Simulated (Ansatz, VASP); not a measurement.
AgCl in VASP and in Ansatz

```xyz
2
Lattice="0.0000 2.8111 2.6987 2.8111 0.0000 2.6987 2.8111 2.8111 0.0000" Properties=species:S:1:pos:R:3 pbc="T T T"
Ag    2.8111    2.8111    2.6987
Cl    0.0000    0.0000    0.0000
```

Alike in both runs: task single point; functional PBE; k mesh 10 × 10 × 10; occupations gaussian, width 0.05 eV; no spin polarisation.

|  | VASP | Ansatz |
| --- | --- | --- |
| version | VASP 6.6.1 | Ansatz 0.2.0 |
| potentials or method | VASP PAW PBE potentials, release 64 (Ag, Cl), cutoff 520 eV | scalar-relativistic, plane waves, PAW |
| valence electrons in the cell | 18 | 26 |

```csv
,VASP,Ansatz,Ansatz less VASP
gap on the k mesh at the Fermi level (eV),0.80,0.80,+0.003
least direct gap on the mesh (eV),3.13,3.13,+0.002
pressure (GPa),1.6,1.8,+0.14
"traceless stress, the component that is largest in VASP (GPa)",0.69,0.71,+0.026
```

VASP's potentials hold 18 valence electrons a cell and Ansatz's 26, so a difference there can come from the potentials and not from the codes.
